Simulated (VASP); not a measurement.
# CoO (R-3m) in VASP: single point with PBE

Aim: the single point of CoO with PBE.

Program: VASP 6.6.1. These are calculated values, not measurements. Logs are shortened: lines on timing, memory, paths and dates and some standing lists are left out, and cuts for length are marked.

### 1 The cell of the first run

The structure is trigonal, space group R-3m (No. 166). The conventional cell has a = 3.011 Å, b = 3.011 Å, c = 7.320 Å, α = 90.00°, β = 90.00°, γ = 120.00°. Co (site symmetry -3m) has 6 O at 2.12 Å within 2.8 Å. O (site symmetry -3m) has 6 Co at 2.12 Å within 2.8 Å.

### 2 Single point, PBE, collinear spin, ferromagnetic start

INCAR reads:

```
SYSTEM = CoO
  PREC = Accurate
  ENCUT = 600
  EDIFF = 1E-6
  ISMEAR = 0
  SIGMA = 0.1
  LREAL = .FALSE.
  LASPH = .TRUE.
  NELM = 200
  ALGO = Normal
  ISIF = 2
  LWAVE = .FALSE.
  LCHARG = .TRUE.
  ISPIN = 2
  MAGMOM = 3 0
  LORBIT = 11
  LMAXMIX = 4
  GGA = PE
  LELF = .TRUE.
  LVHAR = .TRUE.
  NBANDS = 18
  GGA_COMPAT = .FALSE.
```

KPOINTS reads:

```
Automatic mesh
0
G
  6 6 6
  0 0 0
```

POSCAR reads:

```
CoO
1.0
    1.5054695445      0.8691832468      2.4399269062
   -1.5054695445      0.8691832468      2.4399269062
    0.0000000000     -1.7383664936      2.4399269062
Co O
1 1
Direct
    0.0000000000      0.0000000000      0.0000000000
    0.5000000000      0.5000000000      0.5000000000
```

Potentials or basis: VASP PAW PBE potentials, release 64 (Co, O).

Started as:

```
> cat potpaw_PBE.64/Co/POTCAR potpaw_PBE.64/O/POTCAR > POTCAR
> mpirun -np 1 vasp_std > vasp.out
```

OUTCAR:

```text
SYSTEM = CoO
   PREC = Accurate
   ENCUT = 600
   EDIFF = 1E-6
   ISMEAR = 0
   LREAL = .FALSE.
   LASPH = .TRUE.
   NELM = 200
   ISIF = 2
   ISPIN = 2
   LORBIT = 11
   GGA = PE

 ion  position               nearest neighbor table
   1  0.000  0.000  0.000-   2 2.12   2 2.12   2 2.12   2 2.12   2 2.12   2 2.12
   2  0.500  0.500  0.500-   1 2.12   1 2.12   1 2.12   1 2.12   1 2.12   1 2.12

  LATTYP: Found a trigonal (rhomboedric) cell.
 ALAT       =     2.9958573687
 COS(alpha) =     0.4949531368

  Lattice vectors:

 A1 = (   1.5054695445,   0.8691832468,   2.4399269062)
 A2 = (  -1.5054695445,   0.8691832468,   2.4399269062)
 A3 = (   0.0000000000,  -1.7383664936,   2.4399269062)

Analysis of symmetry for initial positions (statically):
=====================================================================
 Subroutine PRICEL returns:
 Original cell was already a primitive cell.

 Routine SETGRP: Setting up the symmetry group for a
 trigonal (rhombohedral) supercell.

 Subroutine GETGRP returns: Found 12 space group operations
 (whereof 12 operations were pure point group operations)
 out of a pool of 12 trial point group operations.

The static configuration has the point symmetry D_3d.

Analysis of symmetry for dynamics (positions and initial velocities):
=====================================================================
 Subroutine PRICEL returns:
 Original cell was already a primitive cell.

 Routine SETGRP: Setting up the symmetry group for a
 trigonal (rhombohedral) supercell.

 Subroutine GETGRP returns: Found 12 space group operations
 (whereof 12 operations were pure point group operations)
 out of a pool of 12 trial point group operations.

The dynamic configuration has the point symmetry D_3d.

Analysis of structural, dynamic, and magnetic symmetry:
=====================================================================
 Subroutine PRICEL returns:
 Original cell was already a primitive cell.

 Routine SETGRP: Setting up the symmetry group for a
 trigonal (rhombohedral) supercell.

 Subroutine GETGRP returns: Found 12 space group operations
 (whereof 12 operations were pure point group operations)
 out of a pool of 12 trial point group operations.

The overall configuration has the point symmetry D_3d.

 Subroutine INISYM returns: Found 12 space group operations
 (whereof 12 operations are pure point group operations),
 and found     1 'primitive' translations

----------------------------------------------------------------------------------------

                                     Primitive cell

  volume of cell :      19.1563

  direct lattice vectors                    reciprocal lattice vectors
     1.505469544  0.869183247  2.439926906     0.332122295  0.191750896  0.136616114
    -1.505469544  0.869183247  2.439926906    -0.332122295  0.191750896  0.136616114
     0.000000000 -1.738366494  2.439926906     0.000000000 -0.383501793  0.136616114

  length of vectors
     2.995857369  2.995857369  2.995857369     0.407108816  0.407108816  0.407108816

  position of ions in fractional coordinates (direct lattice)
     0.000000000  0.000000000  0.000000000
     0.500000000  0.500000000  0.500000000

  ion indices of the primitive-cell ions
   primitive index   ion index
                 1           1
                 2           2

----------------------------------------------------------------------------------------

 KPOINTS: Automatic mesh

Automatic generation of k-mesh.
 Grid dimensions read from file:
 generate k-points for:    6    6    6

 Generating k-lattice:

  Cartesian coordinates                     Fractional coordinates (reciprocal lattice)
     0.055353716  0.031958483  0.022769352     0.166666667  0.000000000  0.000000000
    -0.055353716  0.031958483  0.022769352     0.000000000  0.166666667  0.000000000
     0.000000000 -0.063916965  0.022769352     0.000000000  0.000000000  0.166666667

  Length of vectors
     0.067851469  0.067851469  0.067851469

  Shift w.r.t. Gamma in fractional coordinates (k-lattice)
     0.000000000  0.000000000  0.000000000

 Subroutine IBZKPT returns following result:
 ===========================================

 Found     32 irreducible k-points:

 Following reciprocal coordinates:
            Coordinates               Weight
  0.000000  0.000000  0.000000      1.000000
  0.166667  0.000000 -0.000000      6.000000
  0.333333  0.000000  0.000000      6.000000
  0.500000 -0.000000  0.000000      3.000000
  0.166667  0.166667 -0.000000      6.000000
  0.333333  0.166667  0.000000     12.000000
[... 16 lines left out ...]
  0.500000  0.500000  0.166667      6.000000
 -0.333333  0.500000  0.166667     12.000000
 [... further k-points ...]
   k-points           NKPTS =     32   k-points in BZ     NKDIM =     32   number of bands    NBANDS=     18
   number of dos      NEDOS =    301   number of ions     NIONS =      2
   total plane-waves  NPLWV =  13824
   dimension x,y,z NGX =    24 NGY =   24 NGZ =   24
   dimension x,y,z NGXF=    48 NGYF=   48 NGZF=   48
   ions per type =               1   1
   NGX,Y,Z   is equivalent  to a cutoff of  13.32, 13.32, 13.32 a.u.
   NGXF,Y,Z  is equivalent  to a cutoff of  26.64, 26.64, 26.64 a.u.
 SYSTEM =  CoO
   PREC   = accura    normal or accurate (medium, high low for compatibility)
   ISTART =      0    job   : 0-new  1-cont  2-samecut
   ICHARG =      2    charge: 1-file 2-atom 10-const
   ISPIN  =      2    spin polarized calculation?
   LNONCOLLINEAR =      F non collinear calculations
   LSORBIT =      F    spin-orbit coupling
   LASPH  =      T    aspherical Exc in radial PAW
   ENCUT  =  600.0 eV  44.10 Ry    6.64 a.u.   5.98  5.98  5.98*2*pi/ulx,y,z
   NELM   =    200;   NELMIN=  2; NELMDL= -5     # of ELM steps
   EDIFF  = 0.1E-05   stopping-criterion for ELM
   LREAL  =      F    real-space projection
   EDIFFG = 0.1E-04   stopping-criterion for IOM
   NSW    =      0    number of steps for IOM
   IBRION =     -1    ionic relax: 0-MD 1-quasi-New 2-CG
   NFREE  =      0    steps in history (QN), initial steepest desc. (CG)
   ISIF   =      2    stress and relaxation
   ISYM   =      2    0-nonsym 1-usesym 2-fastsym
   POTIM  = 0.5000    time-step for ionic-motion
   TEBEG  =    0.0;   TEEND  =   0.0 temperature during run
   PSTRESS=    0.0 pullay stress
   NELECT =      15.0000    total number of electrons
   NUPDOWN=      -1.0000    fix difference up-down
   EMIN   =  10.00;   EMAX   =-10.00  energy-range for DOS
   EFERMI =   0.00;   METHOD = LEGACY
   ISMEAR =     0;   SIGMA  =   0.10  broadening in eV -4-tet -1-fermi 0-gaus
   EFERMI_NEDOS =   21; number of points for ismear=-14 and -15
   IALGO  =     38    algorithm
   IMIX   =      4    mixing-type and parameters
     AMIX     =   0.40;   BMIX     =  1.00
     AMIX_MAG =   1.60;   BMIX_MAG =  1.00
  volume/ion in A,a.u.               =       9.58        64.64
  Fermi-wavevector in a.u.,A,eV,Ry     =   1.508927  2.851458 30.978555  2.276860
  Thomas-Fermi vector in A             =   2.619316
   LORBIT       =     11    0 simple, 1 ext, 2 COOP (PROOUT), +10 PAW based schemes
   GGA     = PE    functional components
   LHFCALC =     F    Hartree Fock is set to
   AEXX    =    0.0000 exact exchange contribution
   IVDW    =     0    specifies the selected vdW correction
   LEPSILON=     F    determine dielectric tensor
   LRPA    =     F    only Hartree local field effects (RPA)
 spin polarized calculation
 Gauss-broadening in eV      SIGMA  =   0.10
  energy-cutoff  :      600.00
  volume of cell :       19.16
 maximum number of plane-waves:       648
   NGX = 11   NGY = 11   NGZ = 11

 number of electron      15.0000005 magnetization       2.7306969

 Free energy of the ion-electron system (eV)
  ---------------------------------------------------
  ext. energy  EPLUGINS =         0.00000000
  ---------------------------------------------------
  free energy    TOTEN  =       -13.06801874 eV

  energy without entropy =      -13.04704115  energy(sigma->0) =      -13.05752994

 E-fermi :   8.0310     XC(G=0): -12.4597

 val. band max:        8.0083114312   @ k =  -0.1667   0.3333   0.1667
 cond. band min:       8.0352250521   @ k =  -0.3333   0.1667  -0.0000
 fundamental gap:      0.0269136209
 Fermi energy:         8.0309691391

 spin component 1

 k-point     1 :       0.0000    0.0000    0.0000
  band No.  band energies     occupation
      1     -12.2588      1.00000
      2       4.8378      1.00000
      3       4.8378      1.00000
      4       4.8554      1.00000
      5       4.8554      1.00000
      6       4.8860      1.00000
[... 10 lines left out ...]
     17      29.7718      0.00000
     18      33.0881      0.00000
[... 463 lines left out ...]
 k-point    24 :      -0.3333    0.5000    0.1667
  band No.  band energies     occupation
      1     -10.9162      1.00000
      2       1.4536      1.00000
      3       2.2558      1.00000
      4       2.3825      1.00000
      5       5.4018      1.00000
      6       5.5879      1.00000
[... 10 lines left out ...]
     17      38.6052      0.00000
     18      39.4621      0.00000

 [... further k-points ...]

 spin component 2

 k-point     1 :       0.0000    0.0000    0.0000
  band No.  band energies     occupation
      1     -11.8368      1.00000
      2       5.3036      1.00000
      3       5.3036      1.00000
      4       5.3562      1.00000
      5       6.8960      1.00000
      6       6.8960      1.00000
[... 10 lines left out ...]
     17      30.6948      0.00000
     18      33.8834      0.00000
[... 463 lines left out ...]
 k-point    24 :      -0.3333    0.5000    0.1667
  band No.  band energies     occupation
      1     -10.4310      1.00000
      2       1.8688      1.00000
      3       2.9299      1.00000
      4       3.1509      1.00000
      5       7.0024      1.00000
      6       7.9697      0.80676
[... 10 lines left out ...]
     17      39.3157      0.00000
     18      39.5470      0.00000

 [... further k-points ...]

------------------------ aborting loop because EDIFF is reached ----------------------------------------

  FORCE on cell =-STRESS in cart. coord.  units (eV):
  Direction    XX          YY          ZZ          XY          YZ          ZX
  --------------------------------------------------------------------------------------
  -------------------------------------------------------------------------------------
  Total       -0.2728837     -0.2728837     -0.3296363      0.0000000      0.0000000      0.0000000
  in kB      -22.8232119    -22.8232119    -27.5698367      0.0000000      0.0000000      0.0000000
  external PRESSURE =     -24.4054202 kB  Pullay stress =       0.0000000 kB

 VOLUME and BASIS-vectors are now :
 -----------------------------------------------------------------------------
  energy-cutoff  :      600.00
  volume of cell :       19.16
      direct lattice vectors                 reciprocal lattice vectors
     1.505469544  0.869183247  2.439926906     0.332122295  0.191750896  0.136616114
    -1.505469544  0.869183247  2.439926906    -0.332122295  0.191750896  0.136616114
     0.000000000 -1.738366494  2.439926906     0.000000000 -0.383501793  0.136616114

 POSITION                                       TOTAL-FORCE (eV/Angst)
 -----------------------------------------------------------------------------------
      0.00000      0.00000      0.00000         0.000000      0.000000     -0.000000
      0.00000      0.00000      3.65989         0.000000      0.000000      0.000000
 -----------------------------------------------------------------------------------
    total drift:                               -0.000000      0.000000     -0.000000

  FREE ENERGIE OF THE ION-ELECTRON SYSTEM (eV)
  ---------------------------------------------------
  free  energy   TOTEN  =       -13.0680187376 eV

  energy  without entropy=      -13.0470411469  energy(sigma->0) =      -13.05752994

 total charge

# of ion       s       p       d       tot
------------------------------------------
    1        0.295   0.360   7.163   7.818
    2        1.554   3.421   0.000   4.975
--------------------------------------------------
tot          1.849   3.781   7.163  12.793

 magnetization (x)

# of ion       s       p       d       tot
------------------------------------------
    1        0.021   0.018   2.401   2.440
    2        0.028   0.218   0.000   0.245
--------------------------------------------------
tot          0.049   0.236   2.401   2.686
```

It took 38 s on 1 thread of Intel Xeon 8259CL, shared host; peak memory 0.16 GiB.

Results:

```
Free energy                                           : -13.0680 eV
Pressure                                              : -2.4 GPa
Net moment                                            : 2.73 μB per cell
Site moments                                          : Co +2.44; O +0.24 μB
Valence electrons inside the program's atomic spheres : Co 7.82; O 4.97
```

Levels at points of the mesh, in eV from the Fermi level:
Spin up:
```tsv
k point	band 6	band 7	band 8	band 9	band 10	band 11	band 12	band 13
(0.00, 0.00, 0.00)	-3.14	-2.99	-2.99	-2.94	1.05	16.89	18.16	18.16
(0.50, 0.00, 0.00)	-2.22	-1.71	0.16	0.18	5.11	9.40	13.50	13.60
(0.50, 0.50, 0.00)	-2.82	-2.31	-1.95	-1.94	5.95	9.87	11.76	15.80
(0.50, 0.50, 0.50)	-2.24	-1.67	0.18	0.18	5.05	9.51	13.41	13.41
```
Spin down:
| k point | band 4 | band 5 | band 6 | band 7 | band 8 | band 9 |
| --- | --- | --- | --- | --- | --- | --- |
| (0.00, 0.00, 0.00) | -2.67 | -1.13 | -1.13 | -1.11 | 0.04 | 0.04 |
| (0.50, 0.00, 0.00) | -4.72 | -0.16 | -0.14 | 0.15 | 2.66 | 2.68 |
| (0.50, 0.50, 0.00) | -3.93 | -2.26 | 0.11 | 0.12 | 0.52 | 0.98 |
| (0.50, 0.50, 0.50) | -4.79 | -0.13 | -0.13 | 0.16 | 2.68 | 2.68 |

Caveat: the k points lie up to 0.43 Å⁻¹ apart; a cell with one magnetic atom can't hold antiferromagnetic order, which such compounds often take; semilocal functionals often make such compounds metallic where correlation or magnetic order opens a gap, which also shifts bond lengths.
